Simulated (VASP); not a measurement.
CaS: single point with HF

The system is CaS.

```
Ca S
1.0
     0.00000    2.84793    2.84793
     2.84793    0.00000    2.84793
     2.84793    2.84793    0.00000
Ca S
1 1
Direct
  0.00000 0.00000 0.00000
  0.50000 0.50000 0.50000
```

```yaml
Program: VASP 6.6.1
Task: single point
Functional: HF
Potentials_or_basis: VASP PAW PBE potentials, release 64 (Ca_sv, S)
Cutoff: 400 eV
k_mesh: 6 × 6 × 6
Occupations: gaussian, width 0.01 eV
Spin: no spin polarisation
```

```yaml
Pressure: 6.1 GPa
Band_gap_on_the_k_mesh: 9.91 eV (least direct gap 11.08 eV)
```

Levels at points of the mesh, in eV from the valence-band top:
| k point | band 4 | band 5 | band 6 | band 7 | band 8 | band 9 | band 10 | band 11 | band 12 | band 13 |
| --- | --- | --- | --- | --- | --- | --- | --- | --- | --- | --- |
| (0.00, 0.00, 0.00) | -25.79 | -16.01 | 0.00 | 0.00 | 0.00 | 11.82 | 12.68 | 12.68 | 12.68 | 13.71 |
| (0.50, 0.00, 0.00) | -25.80 | -14.82 | -4.16 | -1.39 | -1.39 | 12.61 | 15.70 | 16.34 | 16.34 | 16.93 |
| (0.50, 0.50, 0.00) | -25.86 | -15.08 | -3.23 | -1.17 | -1.17 | 9.91 | 13.82 | 15.19 | 17.16 | 17.38 |

It took 24 min on 1 thread of Intel(R) Xeon(R) Platinum 8124M CPU @ 3.00GHz (Skylake/Cascade Lake), on a shared host, peak memory 0.17 GiB.

Caveat: the cell stands under pressure; the PAW data sets were made with another functional, which shifts forces and pressure a little. A k mesh can miss the band edges.
